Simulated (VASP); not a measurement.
# C (P6/mmm) in VASP: further runs

Runs on C. Level: PBE. Tasks: single point, relaxation of cell and atoms.

All numbers are computed with VASP 6.6.1; they aren't measurements. Logs are shortened: lines on timing, memory, paths and dates and some standing lists are left out, and cuts for length are marked.

## Step 1: The cell of the first run

It takes space group P6/mmm (No. 191, hexagonal). The conventional cell has a = 2.466 Å, b = 2.466 Å, c = 4.429 Å, α = 90.00°, β = 90.00°, γ = 120.00°. C (site symmetry -6m2) has 3 C at 1.42 Å within 1.9 Å.

The cell was built from a structure type or drawn by symmetry, and may not be a known phase.

## Step 2: Single point, PBE

INCAR

```
PREC     = Accurate       # precision mode
ENCUT    = 520            # plane-wave cutoff, eV
EDIFF    = 1E-6           # SCF threshold, eV
ISMEAR   = 0              # smearing method
SIGMA    = 0.1            # smearing width, eV
LREAL    = False          # projectors in reciprocal space
LASPH    = True           # aspherical terms in the spheres
NELM     = 100            # most SCF steps
ALGO     = Normal         # electronic algorithm
ISIF     = 2              # what is computed and relaxed
LWAVE    = False          # write WAVECAR
LCHARG   = True           # write CHGCAR
GGA      = PE             # functional
LELF     = True           # ELF
LVHAR    = True         
NBANDS   = 11             # bands
```

KPOINTS

```
Automatic mesh
0
Gamma
  24 24 14
```

POSCAR

```
C
1.0
    2.4664965449      0.0000000000      0.0000000000
   -1.2332482724      2.1360486662      0.0000000000
    0.0000000000      0.0000000000      4.4289214344
C
2
Direct
    0.6666666667      0.3333333333      0.5000000000
    0.3333333333      0.6666666667      0.5000000000
```

Potentials or basis: VASP PAW PBE potentials, release 64 (C).

On the command line:

```
$ cat potpaw_PBE.64/C/POTCAR > POTCAR
$ mpirun -np 1 vasp_std > vasp.out
```

OUTCAR:

```text
PREC = Accurate
   ENCUT = 520
   EDIFF = 1E-6
   ISMEAR = 0
   LREAL = False
   LASPH = True
   NELM = 100
   ISIF = 2
   GGA = PE

 ion  position               nearest neighbor table
   1  0.667  0.333  0.500-   2 1.42   2 1.42   2 1.42
   2  0.333  0.667  0.500-   1 1.42   1 1.42   1 1.42

  LATTYP: Found a hexagonal cell.
 ALAT       =     2.4664965449
 C/A-ratio  =     1.7956325313

  Lattice vectors:

 A1 = (   2.4664965449,   0.0000000000,   0.0000000000)
 A2 = (  -1.2332482724,   2.1360486662,   0.0000000000)
 A3 = (   0.0000000000,   0.0000000000,   4.4289214344)

Analysis of symmetry for initial positions (statically):
=====================================================================
 Subroutine PRICEL returns:
 Original cell was already a primitive cell.

 Routine SETGRP: Setting up the symmetry group for a
 hexagonal supercell.

 Subroutine GETGRP returns: Found 24 space group operations
 (whereof 24 operations were pure point group operations)
 out of a pool of 24 trial point group operations.

The static configuration has the point symmetry D_6h.

Analysis of symmetry for dynamics (positions and initial velocities):
=====================================================================
 Subroutine PRICEL returns:
 Original cell was already a primitive cell.

 Routine SETGRP: Setting up the symmetry group for a
 hexagonal supercell.

 Subroutine GETGRP returns: Found 24 space group operations
 (whereof 24 operations were pure point group operations)
 out of a pool of 24 trial point group operations.

The dynamic configuration has the point symmetry D_6h.

 Subroutine INISYM returns: Found 24 space group operations
 (whereof 24 operations are pure point group operations),
 and found     1 'primitive' translations

----------------------------------------------------------------------------------------

                                     Primitive cell

  volume of cell :      23.3340

  direct lattice vectors                    reciprocal lattice vectors
     2.466496545  0.000000000  0.000000000     0.405433367  0.234077064  0.000000000
    -1.233248272  2.136048666  0.000000000     0.000000000  0.468154128  0.000000000
     0.000000000  0.000000000  4.428921434     0.000000000  0.000000000  0.225788607

  length of vectors
     2.466496545  2.466496545  4.428921434     0.468154128  0.468154128  0.225788607

  position of ions in fractional coordinates (direct lattice)
     0.666666667  0.333333333  0.500000000
     0.333333333  0.666666667  0.500000000

  ion indices of the primitive-cell ions
   primitive index   ion index
                 1           1
                 2           2

----------------------------------------------------------------------------------------

 KPOINTS: Automatic mesh

Automatic generation of k-mesh.
 Grid dimensions read from file:
 generate k-points for:   24   24   14

 Generating k-lattice:

  Cartesian coordinates                     Fractional coordinates (reciprocal lattice)
     0.016893057  0.009753211  0.000000000     0.041666667  0.000000000  0.000000000
     0.000000000  0.019506422  0.000000000     0.000000000  0.041666667  0.000000000
     0.000000000  0.000000000  0.016127758     0.000000000  0.000000000  0.071428571

  Length of vectors
     0.019506422  0.019506422  0.016127758

  Shift w.r.t. Gamma in fractional coordinates (k-lattice)
     0.000000000  0.000000000  0.000000000

 Subroutine IBZKPT returns following result:
 ===========================================

 Found    488 irreducible k-points:

 Following reciprocal coordinates:
            Coordinates               Weight
  0.000000  0.000000  0.000000      1.000000
  0.041667  0.000000  0.000000      6.000000
  0.083333  0.000000  0.000000      6.000000
  0.125000  0.000000  0.000000      6.000000
  0.166667  0.000000  0.000000      6.000000
  0.208333  0.000000  0.000000      6.000000
[... 16 lines left out ...]
  0.416667  0.041667  0.000000     12.000000
  0.458333  0.041667  0.000000     12.000000
 [... further k-points ...]
   k-points           NKPTS =    488   k-points in BZ     NKDIM =    488   number of bands    NBANDS=     11
   number of dos      NEDOS =    301   number of ions     NIONS =      2
   total plane-waves  NPLWV =  11664
   dimension x,y,z NGX =    18 NGY =   18 NGZ =   36
   dimension x,y,z NGXF=    36 NGYF=   36 NGZF=   72
   ions per type =               2
   NGX,Y,Z   is equivalent  to a cutoff of  12.13, 12.13, 13.51 a.u.
   NGXF,Y,Z  is equivalent  to a cutoff of  24.26, 24.26, 27.03 a.u.
 SYSTEM =  unknown system
   PREC   = accura    normal or accurate (medium, high low for compatibility)
   ISTART =      0    job   : 0-new  1-cont  2-samecut
   ICHARG =      2    charge: 1-file 2-atom 10-const
   ISPIN  =      1    spin polarized calculation?
   LNONCOLLINEAR =      F non collinear calculations
   LSORBIT =      F    spin-orbit coupling
   LASPH  =      T    aspherical Exc in radial PAW
   ENCUT  =  520.0 eV  38.22 Ry    6.18 a.u.   4.59  4.59  8.23*2*pi/ulx,y,z
   NELM   =    100;   NELMIN=  2; NELMDL= -5     # of ELM steps
   EDIFF  = 0.1E-05   stopping-criterion for ELM
   LREAL  =      F    real-space projection
[... 7 lines left out ...]
   TEBEG  =    0.0;   TEEND  =   0.0 temperature during run
   PSTRESS=    0.0 pullay stress
   NELECT =       8.0000    total number of electrons
   NUPDOWN=      -1.0000    fix difference up-down
   EMIN   =  10.00;   EMAX   =-10.00  energy-range for DOS
   EFERMI =   0.00;   METHOD = LEGACY
   ISMEAR =     0;   SIGMA  =   0.10  broadening in eV -4-tet -1-fermi 0-gaus
   EFERMI_NEDOS =   21; number of points for ismear=-14 and -15
   IALGO  =     38    algorithm
   IMIX   =      4    mixing-type and parameters
     AMIX     =   0.40;   BMIX     =  1.00
     AMIX_MAG =   1.60;   BMIX_MAG =  1.00
  volume/ion in A,a.u.               =      11.67        78.73
  Fermi-wavevector in a.u.,A,eV,Ry     =   1.145799  2.165245 17.862469  1.312854
  Thomas-Fermi vector in A             =   2.282486
   LORBIT       =      0    0 simple, 1 ext, 2 COOP (PROOUT), +10 PAW based schemes
   GGA     = PE    functional components
   LHFCALC =     F    Hartree Fock is set to
   AEXX    =    0.0000 exact exchange contribution
   IVDW    =     0    specifies the selected vdW correction
   LEPSILON=     F    determine dielectric tensor
   LRPA    =     F    only Hartree local field effects (RPA)
 non-spin polarized calculation
 Gauss-broadening in eV      SIGMA  =   0.10
  energy-cutoff  :      520.00
  volume of cell :       23.33
 maximum number of plane-waves:       651
   NGX =  9   NGY =  9   NGZ = 17

 number of electron       7.9999999 magnetization

 Free energy of the ion-electron system (eV)
  ---------------------------------------------------
  ext. energy  EPLUGINS =         0.00000000
  ---------------------------------------------------
  free energy    TOTEN  =       -18.45278648 eV

  energy without entropy =      -18.45252902  energy(sigma->0) =      -18.45265775

 E-fermi :   2.5317     XC(G=0):  -8.4848

 val. band max:        2.5093982637   @ k =   0.3333   0.3333   0.2857
 cond. band min:       2.5527821820   @ k =   0.3333   0.3333   0.2143
 fundamental gap:      0.0433839182
 Fermi energy:         2.5316636496

 k-point     1 :       0.0000    0.0000    0.0000
  band No.  band energies     occupation
      1     -16.9966      2.00000
      2      -4.8910      2.00000
      3      -0.5138      2.00000
      4      -0.5138      2.00000
      5       5.5215      0.00000
      6      10.8312      0.00000
      7      10.8312      0.00000
      8      13.9649      0.00000
      9      14.9943      0.00000
     10      18.0478      0.00000
     11      24.8421      0.00000

 k-point     2 :       0.0417    0.0000    0.0000
  band No.  band energies     occupation
      1     -16.9555      2.00000
      2      -4.8424      2.00000
      3      -0.6830      2.00000
      4      -0.6029      2.00000
      5       5.5753      0.00000
      6      10.8554      0.00000
      7      11.0098      0.00000
      8      13.8225      0.00000
      9      15.0665      0.00000
     10      18.0785      0.00000
     11      24.9113      0.00000

 k-point     3 :       0.0833    0.0000    0.0000
  band No.  band energies     occupation
      1     -16.8324      2.00000
      2      -4.6970      2.00000
      3      -1.1649      2.00000
      4      -0.8519      2.00000
      5       5.7368      0.00000
      6      10.8989      0.00000
      7      11.5258      0.00000
      8      13.4086      0.00000
      9      15.2949      0.00000
     10      18.1663      0.00000
     11      25.0306      0.00000

 k-point     4 :       0.1250    0.0000    0.0000
  band No.  band energies     occupation
      1     -16.6276      2.00000
      2      -4.4558      2.00000
      3      -1.8962      2.00000
      4      -1.2160      2.00000
      5       6.0061      0.00000
      6      10.9062      0.00000
      7      12.3307      0.00000
      8      12.7578      0.00000
      9      15.6949      0.00000
     10      18.3009      0.00000
     11      25.1902      0.00000
[... 239 lines left out ...]
 k-point    22 :       0.3750    0.0417    0.0000
  band No.  band energies     occupation
      1     -13.3567      2.00000
      2      -8.6794      2.00000
      3      -3.7730      2.00000
      4      -0.8436      2.00000
      5       5.9200      0.00000
      6      10.1201      0.00000
      7      10.4869      0.00000
      8      16.3006      0.00000
      9      18.6288      0.00000
     10      20.5367      0.00000
     11      23.0084      0.00000

 k-point    23 :       0.4167    0.0417    0.0000
  band No.  band energies     occupation
      1     -12.6067      2.00000
      2      -9.6675      2.00000
      3      -3.9345      2.00000
      4      -0.1877      2.00000
      5       5.0228      0.00000
      6      10.1016      0.00000
      7      11.4692      0.00000
      8      15.0818      0.00000
      9      18.5431      0.00000
     10      21.4908      0.00000
     11      23.6079      0.00000

 k-point    24 :       0.4583    0.0417    0.0000
  band No.  band energies     occupation
      1     -11.8928      2.00000
      2     -10.5021      2.00000
      3      -4.0161      2.00000
      4       0.2546      2.00000
      5       4.4572      0.00000
      6      10.0645      0.00000
      7      12.5925      0.00000
      8      13.8343      0.00000
      9      18.4924      0.00000
     10      22.0647      0.00000
     11      24.0166      0.00000

 [... further k-points ...]

------------------------ aborting loop because EDIFF is reached ----------------------------------------

  FORCE on cell =-STRESS in cart. coord.  units (eV):
  Direction    XX          YY          ZZ          XY          YZ          ZX
  --------------------------------------------------------------------------------------
  -------------------------------------------------------------------------------------
  Total        0.0770458      0.0770458     -0.0017179      0.0000000      0.0000000      0.0000000
  in kB        5.2901747      5.2901747     -0.1179590      0.0000000      0.0000000      0.0000000
  external PRESSURE =       3.4874635 kB  Pullay stress =       0.0000000 kB

 VOLUME and BASIS-vectors are now :
 -----------------------------------------------------------------------------
  energy-cutoff  :      520.00
  volume of cell :       23.33
      direct lattice vectors                 reciprocal lattice vectors
     2.466496545  0.000000000  0.000000000     0.405433367  0.234077064  0.000000000
    -1.233248272  2.136048666  0.000000000     0.000000000  0.468154128  0.000000000
     0.000000000  0.000000000  4.428921434     0.000000000  0.000000000  0.225788607

 POSITION                                       TOTAL-FORCE (eV/Angst)
 -----------------------------------------------------------------------------------
      1.23325      0.71202      2.21446        -0.000000      0.000000      0.000000
     -0.00000      1.42403      2.21446         0.000000     -0.000000     -0.000000
 -----------------------------------------------------------------------------------
    total drift:                                0.000000     -0.000000     -0.000000

  FREE ENERGIE OF THE ION-ELECTRON SYSTEM (eV)
  ---------------------------------------------------
  free  energy   TOTEN  =       -18.4527864822 eV

  energy  without entropy=      -18.4525290242  energy(sigma->0) =      -18.45265775
```

Run time: 69 s. Hardware: 1 thread of Intel Xeon Platinum 8259CL at 2.50GHz (Skylake/Cascade Lake), shared host; peak memory 0.21 GiB.

What came out:

```yaml
Free_energy: -18.4528 eV
Pressure: 0.3 GPa
Band_gap_on_the_k_mesh: zero (bands 4 and 5 overlap by 0.20 eV)
```

Stress tensor (GPa, compression positive):
```
 0.53  0.00  0.00
 0.00  0.53  0.00
 0.00  0.00 -0.01
```

Caveat: this functional lacks dispersion, which binds the layers, so the pressure and a relaxed spacing across them are unreliable.

## Step 3: Relaxation of cell and atoms, PBE

INCAR

```
PREC = Accurate
ENCUT = 600
EDIFF = 1E-6
ISMEAR = 0
SIGMA = 0.1
LREAL = F
LASPH = T
NELM = 60
ALGO = Normal
ISIF = 3
LWAVE = F
LCHARG = F
GGA = PE
IBRION = 2
NSW = 100
EDIFFG = -0.01
```

KPOINTS

```
Automatic mesh
0
Gamma
  24 24 12
```

POSCAR is that of step 2.

Potentials or basis: VASP PAW PBE potentials, release 64 (C).

On the command line:

```
$ cat potpaw_PBE.64/C/POTCAR > POTCAR
$ mpirun -np 1 vasp_std > vasp.out
```

Run time: 11 min. Hardware: 1 thread of Intel Xeon Platinum 8259CL at 2.50GHz (Skylake/Cascade Lake), shared host; peak memory 0.19 GiB.

Results (log left out):

* Free energy: -18.4588 eV
* Relaxed volume: 10.93 Å³/atom
* Relaxed cell: a = 2.467 Å, b = 2.467 Å, c = 4.149 Å, α = 90.00°, β = 90.00°, γ = 120.00°
* Space group after relaxing (to 0.1 Å): P6/mmm (No. 191)
* Energy gained by relaxing: 0.7 meV/atom
* Ionic steps: 28
* Pressure after relaxing: 0.0 GPa
* Band gap on the k mesh: zero (bands 4 and 5 overlap by 0.32 eV)

The path:
```tsv
step	energy change (eV)	largest force (eV/Å)	pressure (GPa)	volume (Å³)
1	0.0000	0.0000	0.02	23.33
2	0.0000	0.0000	-0.27	23.34
3	0.0000	0.0000	-0.18	23.34
4	0.0000	0.0000	-0.19	23.33
5	-0.0001	0.0000	-0.21	23.30
6	-0.0001	0.0000	-0.27	23.24
7	-0.0003	0.0000	-0.47	23.12
8	-0.0005	0.0000	-0.80	22.87
9	-0.0005	0.0000	-1.47	22.39
10	-0.0005	0.0000	-1.14	22.64
11	-0.0005	0.0000	-1.11	22.64
12	-0.0005	0.0000	-1.10	22.63
13	-0.0006	0.0000	-1.07	22.60
14	-0.0006	0.0000	-1.02	22.56
15	-0.0008	0.0000	-0.92	22.47
16	-0.0010	0.0000	-0.84	22.28
17	-0.0012	0.0000	-0.53	21.92
18	-0.0012	0.0000	-0.44	21.85
19	-0.0012	0.0000	-0.56	21.88
20	-0.0012	0.0000	-0.50	21.86
21	-0.0013	0.0000	-0.45	21.89
22	-0.0013	0.0000	-0.39	21.89
23	-0.0013	0.0000	-0.38	21.90
24	-0.0013	0.0000	-0.35	21.91
25	-0.0013	0.0000	-0.29	21.93
26	-0.0013	0.0000	-0.19	21.91
27	-0.0013	0.0000	-0.13	21.90
28	-0.0013	0.0000	0.01	21.86
```

Final structure:
```
C
1.0
     2.46657    0.00000    0.00000
    -1.23328    2.13611    0.00000
     0.00000    0.00000    4.14929
C
2
Direct
  0.66667 0.33333 0.50000
  0.33333 0.66667 0.50000
```

Levels at points of the mesh, in eV from the Fermi level:
```
           k point  band 1  band 2  band 3  band 4  band 5  band 6  band 7  band 8
(0.00, 0.00, 0.00)  -19.54   -7.31   -3.04   -3.04    3.17    8.30    8.30   11.45
(0.50, 0.00, 0.00)  -14.29  -13.24   -6.42   -2.18    1.96    7.33   10.58   10.87
(0.00, 0.00, 0.50)  -19.49   -7.89   -3.04   -3.04    6.74    8.31    8.31   11.08
(0.50, 0.00, 0.50)  -14.26  -13.22   -6.41   -2.53    1.42    7.40   12.54   14.06
```

Caveat: this functional lacks dispersion, which binds the layers, so the pressure and a relaxed spacing across them are unreliable.

## Step 4: Relaxation of cell and atoms, PBE

This run uses another cell than the first one, of 10.73 Å³/atom.

INCAR

```
SYSTEM = C
ALGO     = Normal         ! electronic algorithm
EDIFF    = 1E-6           ! SCF threshold, eV
EDIFFG   = -0.01          ! ionic threshold
ENCUT    = 600            ! plane-wave cutoff, eV
GGA      = PE             ! functional
IBRION   = 2              ! ionic algorithm
ISIF     = 3              ! what is computed and relaxed
ISMEAR   = 0              ! smearing method
LASPH    = .True.         ! aspherical terms in the spheres
LCHARG   = .False.        ! write CHGCAR
LREAL    = .False.        ! projectors in reciprocal space
LWAVE    = .False.        ! write WAVECAR
NELM     = 80             ! most SCF steps
NSW      = 100            ! ionic steps
PREC     = Accurate       ! precision mode
SIGMA    = 0.1            ! smearing width, eV
```

KPOINTS

```
k-points
0
Gamma
  24 24 14
  0 0 0
```

POSCAR

```
C
1.0
    2.4666199211      0.0000000000      0.0000000000
   -1.2333099605      2.1361555131      0.0000000000
    0.0000000000      0.0000000000      4.0721135630
C
2
Direct
    0.6666666667      0.3333333333      0.5000000000
    0.3333333333      0.6666666667      0.5000000000
```

On the command line:

```
$ cat potpaw_PBE.64/C/POTCAR > POTCAR
$ mpirun -np 1 vasp_std > vasp.out
```

It took 79 s on 1 thread of Intel Xeon Platinum 8259CL at 2.50GHz (Skylake/Cascade Lake), shared host; peak memory 0.2 GiB.

It converged, with:

```yaml
Free_energy: -18.4553 eV
Relaxed_volume: 10.74 Å³/atom
Relaxed_cell: a = 2.467 Å, b = 2.467 Å, c = 4.075 Å, α = 90.00°, β = 90.00°, γ = 120.00°
Space_group_after_relaxing_to_0.1_Å: P6/mmm (No. 191)
Energy_gained_by_relaxing: 0.0 meV/atom
Ionic_steps: 2
Pressure_after_relaxing: 0.0 GPa
Band_gap_on_the_k_mesh: zero (bands 4 and 5 overlap by 0.37 eV)
```

Stress tensor (GPa, compression positive):
```
-0.09  0.00  0.00
 0.00 -0.09  0.00
 0.00  0.00  0.14
```

Final structure:
```
C
1.0
     2.46689    0.00000    0.00000
    -1.23344    2.13639    0.00000
     0.00000    0.00000    4.07452
C
2
Direct
  0.66667 0.33333 0.50000
  0.33333 0.66667 0.50000
```

Levels at points of the mesh, in eV from the Fermi level:
```tsv
k point	band 2	band 3	band 4	band 5	band 6	band 7
(0.00, 0.00, 0.00)	-7.27	-3.04	-3.04	3.23	8.30	8.30
(0.50, 0.00, 0.00)	-13.24	-6.42	-2.15	1.99	7.32	10.61
(0.00, 0.00, 0.50)	-7.92	-3.04	-3.04	6.98	8.31	8.31
(0.50, 0.00, 0.50)	-13.21	-6.41	-2.56	1.39	7.40	12.61
```

Caveat: this functional lacks dispersion, which binds the layers, so the pressure and a relaxed spacing across them are unreliable.

## Step 5: Summary

```csv
task,cell,k mesh,cutoff (eV),gap on the mesh (eV),pressure (GPa),relaxed volume (Å³/atom)
single point,"a = 2.466, b = 2.466, c = 4.429 Å, angles 90.0, 90.0, 120.0°, 2 atoms",24 × 24 × 14,520,none,0.3,-
relaxation of cell and atoms,"relaxed from a = 2.466, b = 2.466, c = 4.429 Å, angles 90.0, 90.0, 120.0°, 2 atoms",24 × 24 × 12,600,none,0.0,10.93
relaxation of cell and atoms,"relaxed from a = 2.467, b = 2.467, c = 4.072 Å, angles 90.0, 90.0, 120.0°, 2 atoms",24 × 24 × 14,600,none,0.0,10.74
```

Alike in all rows: level PBE; potentials or basis VASP PAW PBE potentials, release 64 (C); no spin polarisation; smearing gaussian 0.1 eV.

Caveats: this functional lacks dispersion, which binds the layers, so the pressure and a relaxed spacing across them are unreliable.

Total energies depend on the potentials used, so only differences within one code and one set of settings carry meaning.
